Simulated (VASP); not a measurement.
# Ge2W3 (P-3m1) in VASP: notebook, part 2 of 2

VASP 6.6.1.

## Step 4: Relaxation of cell and atoms, PBE

INCAR reads:

```
SYSTEM = Ge2W3
PREC = Accurate ; ENCUT = 500
EDIFF = 1E-7 ; ISMEAR = 0
SIGMA = 0.1 ; LREAL = .False.
LASPH = .True. ; NELM = 120
ALGO = Normal ; ISIF = 3
LWAVE = .False. ; LCHARG = .False.
GGA = PE ; IBRION = 2
NSW = 90 ; EDIFFG = -0.04
GGA_COMPAT = .False. ; NELMIN = 4
```

KPOINTS reads:

```
regular mesh
0
Gamma
  6 6 4
  0 0 0
```

POSCAR reads:

```
Ge2W3
1.0
    4.2869381900      0.0000000000      0.0000000000
   -2.1434691000      3.7125973800      0.0000000000
    0.0000000000      0.0000000000      5.3004298800
Ge W
2 3
Direct
    0.3333333300      0.6666666700      0.1664214400
    0.6666666700      0.3333333300      0.8335785600
    0.0000000000      0.0000000000      0.0000000000
    0.3333333300      0.6666666700      0.6439374700
    0.6666666700      0.3333333300      0.3560625300
```

Potentials or basis: VASP PAW PBE potentials, release 64 (Ge_d, W_sv).

Command:

```bash
$ cat potpaw_PBE.64/Ge_d/POTCAR potpaw_PBE.64/W_sv/POTCAR > POTCAR
$ mpirun -np 1 vasp_std > vasp.out
```

OUTCAR:

```text
SYSTEM = Ge2W3
   PREC = Accurate
   ENCUT = 500
   EDIFF = 1E-7
   ISMEAR = 0
   LREAL = .False.
   LASPH = .True.
   NELM = 120
   ISIF = 3
   GGA = PE
   IBRION = 2
   NSW = 90
   EDIFFG = -0.04
   NELMIN = 4

 ion  position               nearest neighbor table
   1  0.333  0.667  0.166-   4 2.53   3 2.63   3 2.63   3 2.63   5 2.67   5 2.67   5 2.67   4 2.77

   2  0.667  0.333  0.834-   5 2.53   3 2.63   3 2.63   3 2.63   4 2.67   4 2.67   4 2.67   5 2.77

   3  0.000  0.000  0.000-   1 2.63   2 2.63   2 2.63   1 2.63   2 2.63   1 2.63   4 3.11   5 3.11
                             5 3.11   4 3.11   4 3.11   5 3.11
   4  0.333  0.667  0.644-   1 2.53   2 2.67   2 2.67   2 2.67   1 2.77   5 2.91   5 2.91   5 2.91
                             3 3.11   3 3.11   3 3.11
   5  0.667  0.333  0.356-   2 2.53   1 2.67   1 2.67   1 2.67   2 2.77   4 2.91   4 2.91   4 2.91
                             3 3.11   3 3.11   3 3.11

  LATTYP: Found a hexagonal cell.
 ALAT       =     4.2869381900
[... 303 lines left out ...]

[... ionic steps 4 to 9 ...]

--------------------------------------- Ionic step       10  -------------------------------------------

 number of electron      69.9999995 magnetization

------------------------ aborting loop because EDIFF is reached ----------------------------------------
[... 73 lines left out ...]
--------------------------------------- Ionic step       12  -------------------------------------------

 number of electron      69.9999995 magnetization

 Free energy of the ion-electron system (eV)
  ---------------------------------------------------
  ext. energy  EPLUGINS =         0.00000000
  ---------------------------------------------------
  free energy    TOTEN  =       -43.96365984 eV

  energy without entropy =      -43.93436338  energy(sigma->0) =      -43.94901161

 E-fermi :   9.2765     XC(G=0): -12.5183

 val. band max:        9.2722862808   @ k =   0.3333   0.0000   0.2500
 cond. band min:       9.2908179241   @ k =   0.3333   0.1667   0.0000
 fundamental gap:      0.0185316432
 Fermi energy:         9.2765070869

 k-point     1 :       0.0000    0.0000    0.0000
  band No.  band energies     occupation
      1     -64.9649      2.00000
      2     -64.8425      2.00000
      3     -64.8315      2.00000
      4     -29.2465      2.00000
      5     -29.2465      2.00000
      6     -29.2093      2.00000
[... 1101 lines left out ...]
  FREE ENERGIE OF THE ION-ELECTRON SYSTEM (eV)
  ---------------------------------------------------
  free  energy   TOTEN  =       -43.9636598416 eV

  energy  without entropy=      -43.9343633809  energy(sigma->0) =      -43.94901161

 reached required accuracy - stopping structural energy minimisation
```

Wall time 8.2 min (1 thread of Intel Xeon Platinum 8488C (Sapphire Rapids), shared host); peak memory 0.23 GiB.

Results:

| Item | Value |
| --- | --- |
| Free energy | -43.9637 eV |
| Relaxed volume | 17.08 Å³/atom |
| Relaxed cell | a = 4.292 Å, b = 4.292 Å, c = 5.354 Å, α = 90.00°, β = 90.00°, γ = 120.00° |
| Space group after relaxing (to 0.1 Å) | P-3m1 (No. 164) |
| Energy gained by relaxing | 53.6 meV/atom |
| Ionic steps | 12 |
| Pressure after relaxing | 0.0 GPa |
| Largest force after relaxing | 0.026 eV/Å |
| Band gap on the k mesh | zero (bands 35 and 36 overlap by 0.98 eV) |

Forces in eV/Å, atoms in the order of the input:
```
Ge   0.000  0.000 -0.021
Ge   0.000  0.000  0.021
W    0.000  0.000  0.000
W    0.000  0.000  0.026
W    0.000  0.000 -0.026
```

Step by step:
```tsv
step	energy change (eV)	largest force (eV/Å)	pressure (GPa)	volume (Å³)
1	0.0000	1.0687	0.25	84.36
2	-0.0831	0.7420	-0.54	84.67
3	-0.0835	0.7805	-0.54	84.69
4	-0.1561	0.5842	1.10	84.14
5	-0.2135	0.2604	4.37	83.26
6	-0.2499	0.1433	1.97	84.33
7	-0.2656	0.0884	-0.63	85.58
8	-0.2656	0.0897	-0.71	85.64
9	-0.2671	0.0735	-0.44	85.55
10	-0.2679	0.0493	-0.06	85.43
11	-0.2679	0.0478	-0.03	85.42
12	-0.2680	0.0262	0.03	85.40
```

Final structure:
```xyz
5
Lattice="4.2917 0.0000 0.0000 -2.1459 3.7167 0.0000 0.0000 0.0000 5.3540" Properties=species:S:1:pos:R:3 pbc="T T T"
Ge    0.0000    2.4778    1.0562
Ge    2.1459    1.2389    4.2978
W     0.0000    0.0000    5.3540
W     0.0000    2.4778    3.6513
W     2.1459    1.2389    1.7028
```

Levels at points of the mesh, in eV from the Fermi level:
```tsv
k point	band 32	band 33	band 34	band 35	band 36	band 37	band 38	band 39
(0.00, 0.00, 0.00)	-0.60	-0.01	0.34	0.34	0.63	0.63	0.95	1.86
(0.50, 0.00, 0.00)	-1.86	-1.69	-0.95	-0.08	0.02	0.11	0.15	0.33
(0.00, 0.00, 0.50)	-2.64	-0.44	-0.44	-0.06	0.71	0.71	1.02	3.81
(0.50, 0.00, 0.50)	-1.86	-0.98	-0.59	-0.58	-0.45	0.30	0.30	0.34
```

Caveat: spin-orbit coupling is left out, which moves the levels of the heavy elements.

## Step 5: The runs side by side

| task | cell | gap on the mesh (eV) | pressure (GPa) | largest force (eV/Å) |
| --- | --- | --- | --- | --- |
| single point | a = 4.287, b = 4.287, c = 5.300 Å, angles 90.0, 90.0, 120.0°, 5 atoms, atomic positions A | none | 0.3 | 1.07 |
| single point | a = 4.287, b = 4.287, c = 5.350 Å, angles 90.0, 90.0, 120.0°, 5 atoms, atomic positions B | none | 0.6 | - |
| relaxation of cell and atoms | relaxed from a = 4.287, b = 4.287, c = 5.300 Å, angles 90.0, 90.0, 120.0°, 5 atoms, atomic positions A | none | 0.0 | 0.03 |

Alike in all rows: level PBE; potentials or basis VASP PAW PBE potentials, release 64 (Ge_d, W_sv); no spin polarisation; k mesh 6 × 6 × 4; cutoff (eV) 500; smearing gaussian 0.1 eV.

Caveats: spin-orbit coupling is left out, which moves the levels of the heavy elements; the stress differs along the axes, from -1 to 4 GPa (at least some runs); forces of over 1 eV/Å act on the atoms, so gaps and moduli don't describe the material at rest (at least some runs).

Total energies depend on the potentials used, so only differences within one code and one set of settings carry meaning.

The gap in the log of VASP goes by the Fermi energy; the results here count the filled bands.